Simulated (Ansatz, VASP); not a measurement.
# Two plane-wave programs on PbO

```
CELL_PARAMETERS angstrom
3.97440 0.00000 0.00000
0.00000 3.97440 0.00000
0.00000 0.00000 4.77090
ATOMIC_POSITIONS crystal
Pb 0.00000 0.50000 0.23510
Pb 0.50000 0.00000 0.76490
O 0.00000 0.00000 0.00000
O 0.50000 0.50000 0.00000
```

Change from the starting cell: strain +0.000 along x and y, -0.050 along z, atoms carried along.

Alike in both runs: task single point; functional PBE; dispersion D3(BJ); k mesh 8 × 8 × 6; occupations gaussian, width 0.05 eV; no spin polarisation.

|  | VASP | Ansatz |
| --- | --- | --- |
| version | VASP 6.6.1 | Ansatz 0.2.0 |
| potentials or method | VASP PAW PBE potentials, release 64 (Pb_d, O), cutoff 520 eV | scalar-relativistic, plane waves, PAW |
| valence electrons in the cell | 40 | 40 |

Ansatz gave:

| Item | Value |
| --- | --- |
| gap on the k mesh at the Fermi level (eV) | 1.28 |
| least direct gap on the mesh (eV) | 2.30 |
| pressure (GPa) | 7.3 |
| traceless stress, the component that is largest in VASP (GPa) | -0.07 |
| rms of the force components (eV/Å) | 0.550 |

Problem. Estimate VASP's values.

Solution. gap on the k mesh at the Fermi level (eV): 1.29; least direct gap on the mesh (eV): 2.27; pressure (GPa): 7.5; traceless stress, the component that is largest in VASP (GPa): -0.10; rms of the force components (eV/Å): 0.571.

Atom by atom the forces differ by 0.020 eV/Å (rms over components).

Neither program's run includes spin-orbit coupling.
